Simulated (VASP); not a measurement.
Cu, 1 atom in the cell. It takes space group I4/mmm (No. 139, tetragonal). Conventional cell: a = 2.886 Å, b = 2.886 Å, c = 2.752 Å, α = 90.00°, β = 90.00°, γ = 90.00°. Within 3.2 Å of Cu (site symmetry 4/mmm) lie 14 Cu at 2.46 to 2.89 Å. 

```yaml
Program: VASP 6.6.1
Task: single point
Functional: LDA
Potentials_or_basis: VASP PAW LDA potentials, release 64 (Cu)
Cutoff: 520 eV
k_mesh: 14 × 14 × 14
Occupations: fermi-dirac, width 0.1 eV
Spin: no spin polarisation
Dipole_correction: no
Further_INCAR_settings: ALGO = Normal; EDIFF = 1e-06; NBANDS = 12
```

Potentials or basis: VASP PAW LDA potentials, release 64 (Cu).

Run with:

```sh
$ cat potpaw_LDA.64/Cu/POTCAR > POTCAR
$ mpirun -np 1 vasp_std > vasp.out
```

Hardware: 1 thread of Intel Xeon 6975P-C (shared host).

How long does it take, and how much memory?

It took 19 s on 1 thread of Intel Xeon 6975P-C, with other jobs on the host, peak memory 0.14 GiB. Counts: scf iterations 12, k points 244.
